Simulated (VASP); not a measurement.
Input of a VASP 6.6.1 run:

File INCAR:

```
SYSTEM = Os
  ALGO = Normal
  EDIFF = 1E-6
  ENCUT = 520
  GGA = PS
  ISIF = 2
  ISMEAR = -1
  LASPH = .True.
  LCHARG = .False.
  LREAL = .False.
  LWAVE = .False.
  NBANDS = 10
  NELM = 100
  PREC = Accurate
  SIGMA = 0.1
```

File KPOINTS:

```
k-points
0
Gamma
  16 16 16
  0 0 0
```

POSCAR

```
Os
1.0
   -1.5903096489      1.5903096489      1.5903096489
    1.5903096489     -1.5903096489      1.5903096489
    1.5903096489      1.5903096489     -1.5903096489
Os
1
Direct
    0.0000000000      0.0000000000      0.0000000000
```

Potentials or basis: VASP PAW PBE potentials, release 64 (Os).

Launch:

```bash
$ cat potpaw_PBE.64/Os/POTCAR > POTCAR
$ mpirun -np 1 vasp_std > vasp.out
```

(1) Predict the pressure.

(2) Estimate the band gap on the k mesh.

Answers

(1) -33.1 GPa.

(2) zero (band 4 reaches 9.59 eV, above the bottom of band 5 at 5.84 eV).

Caveat: the PAW data sets were made with another functional, which shifts forces and pressure a little; spin-orbit coupling is left out, which moves the levels of the heavy elements.
